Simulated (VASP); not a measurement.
## Li2RuN2: relaxation of cell and atoms with PBEsol

Li2RuN2:

```
CELL_PARAMETERS angstrom
3.16423 0.00000 0.00000
-1.58212 2.74031 0.00000
0.00000 0.00000 5.21145
ATOMIC_POSITIONS crystal
Li 0.66667 0.33333 0.36018
Li 0.33333 0.66667 0.63982
Ru 0.00000 0.00000 0.00000
N 0.66667 0.33333 0.78699
N 0.33333 0.66667 0.21301
```

* Program: VASP 6.6.1
* Task: relaxation of cell and atoms
* Functional: PBEsol
* Potentials or basis: VASP PAW PBE potentials, release 64 (Li_sv, Ru_pv, N)
* Cutoff: 600 eV
* k mesh: 8 × 8 × 4
* Occupations: fermi-dirac, width 0.05 eV
* Spin: no spin polarisation
* Dipole correction: no
* Further INCAR settings: ALGO = Normal; EDIFF = 1e-06; IBRION = 2; EDIFFG = -0.01; NSW = 50; ISIF = 3

```json
{
 "Relaxed volume": "8.66 Å³/atom",
 "Relaxed cell": "a = 3.111 Å, b = 3.111 Å, c = 5.164 Å, α = 90.00°, β = 90.00°, γ = 120.00°",
 "Space group after relaxing (to 0.05 Å)": "P-3m1 (No. 164)",
 "Energy gained by relaxing": "11.9 meV/atom",
 "Ionic steps": "8",
 "Pressure after relaxing": "0.1 GPa",
 "Largest force after relaxing": "0.008 eV/Å",
 "Band gap on the k mesh": "zero (band 15 reaches 7.56 eV, above the bottom of band 16 at 7.14 eV)"
}
```

Forces in eV/Å, atoms in the order of the input:
```
Li   0.000  0.000  0.008
Li   0.000  0.000 -0.008
Ru   0.000  0.000  0.000
N    0.000  0.000  0.008
N    0.000  0.000 -0.008
```

The path:
| step | energy change (eV) | largest force (eV/Å) | pressure (GPa) | volume (Å³) |
| --- | --- | --- | --- | --- |
| 1 | 0.0000 | 0.4882 | -8.59 | 45.19 |
| 2 | -0.0253 | 0.4772 | 7.34 | 42.09 |
| 3 | -0.0589 | 0.0310 | -0.10 | 43.38 |
| 4 | -0.0589 | 0.0429 | 0.07 | 43.34 |
| 5 | -0.0591 | 0.0132 | -0.12 | 43.36 |
| 6 | -0.0591 | 0.0061 | -0.27 | 43.38 |
| 7 | -0.0592 | 0.0069 | -0.13 | 43.33 |
| 8 | -0.0593 | 0.0077 | 0.05 | 43.28 |

Final structure:
```cif
data_structure
_symmetry_space_group_name_H-M 'P 1'
_symmetry_Int_Tables_number 1
_cell_length_a 3.1111
_cell_length_b 3.1111
_cell_length_c 5.1637
_cell_angle_alpha 90.000
_cell_angle_beta 90.000
_cell_angle_gamma 120.000
_cell_volume 43.28
loop_
_atom_site_label
_atom_site_type_symbol
_atom_site_fract_x
_atom_site_fract_y
_atom_site_fract_z
_atom_site_occupancy
Li1 Li 0.66667 0.33333 0.35992 1
Li2 Li 0.33333 0.66667 0.64008 1
Ru1 Ru 0.00000 0.00000 0.00000 1
N1 N 0.66667 0.33333 0.78861 1
N2 N 0.33333 0.66667 0.21139 1
```

Levels at points of the mesh, in eV from the Fermi level:
| k point | band 11 | band 12 | band 13 | band 14 | band 15 | band 16 | band 17 | band 18 | band 19 |
| --- | --- | --- | --- | --- | --- | --- | --- | --- | --- |
| (0.00, 0.00, 0.00) | -1.93 | -1.93 | -1.43 | -1.37 | -1.37 | -0.38 | 3.37 | 3.37 | 4.43 |
| (0.50, 0.00, 0.00) | -4.70 | -2.98 | -2.77 | -1.46 | -0.62 | 0.08 | 3.33 | 3.67 | 6.17 |
| (0.00, 0.00, 0.50) | -3.31 | -1.95 | -1.95 | -1.54 | -1.54 | 0.45 | 3.71 | 3.71 | 5.30 |
| (0.50, 0.00, 0.50) | -4.85 | -2.65 | -2.19 | -1.77 | -0.63 | 0.01 | 3.17 | 3.61 | 3.83 |

It took 3.3 min on 1 thread of Intel(R) Xeon(R) Platinum 8259CL CPU @ 2.50GHz (Skylake/Cascade Lake), on a shared host, peak memory 0.22 GiB.

Caveat: the cutoff is under 1.25 times the usual one of these potentials, so pressure, stress and relaxed cells hold a basis-set (Pulay) error; the PAW data sets were made with another functional, which shifts forces and pressure a little.
